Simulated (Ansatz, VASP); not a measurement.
# NaMgGaS3O12 in VASP and in Ansatz

POSCAR

```
NaMgGaS3O12
1.0
    4.2695900433      2.4650489608      7.4342231233
   -4.2695900433      2.4650489608      7.4342231233
    0.0000000000     -4.9300979217      7.4342231233
Na Mg Ga S O
2 2 2 6 24
Direct
    0.5010228900      0.5010228900      0.5010228900
    0.0010228900      0.0010228900      0.0010228900
    0.6476787300      0.6476787300      0.6476787300
    0.1476787300      0.1476787300      0.1476787300
    0.3498194400      0.3498194400      0.3498194400
    0.8498194400      0.8498194400      0.8498194400
    0.7455227600      0.0432497600      0.4586318500
    0.4586318500      0.7455227600      0.0432497600
    0.0432497600      0.4586318500      0.7455227600
    0.5432497600      0.2455227600      0.9586318500
    0.9586318500      0.5432497600      0.2455227600
    0.2455227600      0.9586318500      0.5432497600
    0.7178091300      0.8809405400      0.4897325800
    0.4897325800      0.7178091300      0.8809405400
    0.8809405400      0.4897325800      0.7178091300
    0.3809405400      0.2178091300      0.9897325800
    0.9897325800      0.3809405400      0.2178091300
    0.2178091300      0.9897325800      0.3809405400
    0.2687082700      0.1258529600      0.5202558300
    0.5202558300      0.2687082700      0.1258529600
    0.1258529600      0.5202558300      0.2687082700
    0.6258529600      0.7687082700      0.0202558300
    0.0202558300      0.6258529600      0.7687082700
    0.7687082700      0.0202558300      0.6258529600
    0.4116081000      0.7847633100      0.5724977100
    0.5724977100      0.4116081000      0.7847633100
    0.7847633100      0.5724977100      0.4116081000
    0.2847633100      0.9116081000      0.0724977100
    0.0724977100      0.2847633100      0.9116081000
    0.9116081000      0.0724977100      0.2847633100
    0.5736421900      0.2215948400      0.4366691100
    0.4366691100      0.5736421900      0.2215948400
    0.2215948400      0.4366691100      0.5736421900
    0.7215948400      0.0736421900      0.9366691100
    0.9366691100      0.7215948400      0.0736421900
    0.0736421900      0.9366691100      0.7215948400
```

INCAR.step1

```
SYSTEM = NaMgGaS3O12
PREC = Accurate
ENCUT = 520
ISMEAR = -1
SIGMA = 0.02
LREAL = Auto
LASPH = .TRUE.
NELM = 100
NBANDS = 136
GGA = PE
ALGO = Normal
EDIFF = 1E-4
LWAVE = .TRUE.
LCHARG = .FALSE.
```

The input INCAR.step2:

```
SYSTEM = NaMgGaS3O12
PREC = Accurate
ENCUT = 520
EDIFF = 1E-8
ISMEAR = -1
SIGMA = 0.02
LREAL = Auto
LASPH = .TRUE.
NELM = 100
ALGO = Normal
ISIF = 2
LWAVE = .FALSE.
LCHARG = .FALSE.
METAGGA = R2SCAN
LMIXTAU = .TRUE.
LEFG = .TRUE.
NBANDS = 136
ISTART = 1
```

Contents of KPOINTS:

```
regular mesh
0
G
  3 3 3
  0 0 0
```

Input for Ansatz:

```yaml
crystal:
  lattice:
    - [4.2695900433, 2.4650489608, 7.4342231233]
    - [-4.2695900433, 2.4650489608, 7.4342231233]
    - [0.0, -4.9300979217, 7.4342231233]
  atoms:
    - { symbol: Na, position: [0.50102289, 0.50102289, 0.50102289] }
    - { symbol: Na, position: [0.00102289, 0.00102289, 0.00102289] }
    - { symbol: Mg, position: [0.64767873, 0.64767873, 0.64767873] }
    - { symbol: Mg, position: [0.14767873, 0.14767873, 0.14767873] }
    - { symbol: Ga, position: [0.34981944, 0.34981944, 0.34981944] }
    - { symbol: Ga, position: [0.84981944, 0.84981944, 0.84981944] }
    - { symbol: S, position: [0.74552276, 0.04324976, 0.45863185] }
    - { symbol: S, position: [0.45863185, 0.74552276, 0.04324976] }
    - { symbol: S, position: [0.04324976, 0.45863185, 0.74552276] }
    - { symbol: S, position: [0.54324976, 0.24552276, 0.95863185] }
    - { symbol: S, position: [0.95863185, 0.54324976, 0.24552276] }
    - { symbol: S, position: [0.24552276, 0.95863185, 0.54324976] }
    - { symbol: O, position: [0.71780913, 0.88094054, 0.48973258] }
    - { symbol: O, position: [0.48973258, 0.71780913, 0.88094054] }
    - { symbol: O, position: [0.88094054, 0.48973258, 0.71780913] }
    - { symbol: O, position: [0.38094054, 0.21780913, 0.98973258] }
    - { symbol: O, position: [0.98973258, 0.38094054, 0.21780913] }
    - { symbol: O, position: [0.21780913, 0.98973258, 0.38094054] }
    - { symbol: O, position: [0.26870827, 0.12585296, 0.52025583] }
    - { symbol: O, position: [0.52025583, 0.26870827, 0.12585296] }
    - { symbol: O, position: [0.12585296, 0.52025583, 0.26870827] }
    - { symbol: O, position: [0.62585296, 0.76870827, 0.02025583] }
    - { symbol: O, position: [0.02025583, 0.62585296, 0.76870827] }
    - { symbol: O, position: [0.76870827, 0.02025583, 0.62585296] }
    - { symbol: O, position: [0.4116081, 0.78476331, 0.57249771] }
    - { symbol: O, position: [0.57249771, 0.4116081, 0.78476331] }
    - { symbol: O, position: [0.78476331, 0.57249771, 0.4116081] }
    - { symbol: O, position: [0.28476331, 0.9116081, 0.07249771] }
    - { symbol: O, position: [0.07249771, 0.28476331, 0.9116081] }
    - { symbol: O, position: [0.9116081, 0.07249771, 0.28476331] }
    - { symbol: O, position: [0.57364219, 0.22159484, 0.43666911] }
    - { symbol: O, position: [0.43666911, 0.57364219, 0.22159484] }
    - { symbol: O, position: [0.22159484, 0.43666911, 0.57364219] }
    - { symbol: O, position: [0.72159484, 0.07364219, 0.93666911] }
    - { symbol: O, position: [0.93666911, 0.72159484, 0.07364219] }
    - { symbol: O, position: [0.07364219, 0.93666911, 0.72159484] }
kpoints:
  mp_grid: { grid: [3, 3, 3] }
scf:
  occupations: { method: fermi_dirac, width: 0.02 }
hamiltonian:
  xc: r2scan
  pseudopotentials: { kind: paw }
output:
  forces: true
  stress: true
  populations: true
  efg:
    quadrupole_moments_barn: { Na: 0.104, Mg: 0.1994, Ga: 0.107, S: -0.0694, O: -0.02558 }
    contact_densities: true
```

Alike in both runs: task electric field gradients; functional r2SCAN; k mesh 3 × 3 × 3; occupations fermi-dirac, width 0.02 eV; no spin polarisation.

```csv
,VASP,Ansatz
version,VASP 6.6.1,Ansatz 0.2.0
potentials or method,"VASP PAW PBE potentials, release 64 (Na_pv, Mg, Ga_d, S, O)","plane-wave PAW, scalar-relativistic"
plane-wave cutoff (eV),520,500
valence electrons in the cell,224,244
```

Ansatz gave:

* gap on the k mesh at the Fermi level (eV): 4.06
* pressure (GPa): -4.1
* traceless stress, the component that is largest in VASP (GPa): -0.21
* rms of the force components (eV/Å): 0.171
* size of Vzz on the site where it differs most (V/Å²): 24.3

Q: What did VASP give for the same quantities?

A: gap on the k mesh at the Fermi level (eV): 4.04; pressure (GPa): -5.3; traceless stress, the component that is largest in VASP (GPa): -0.33; rms of the force components (eV/Å): 0.257; size of Vzz on the site where it differs most (V/Å²): 27.4.

VASP's potentials were made for PBE, not for r2SCAN. Atom by atom the forces differ by 0.104 eV/Å (rms over components). With one functional, cell and mesh, what is left measures potentials, basis and numerics. VASP's potentials hold 224 valence electrons a cell and Ansatz's 244, so a difference there can come from the potentials and not from the codes.
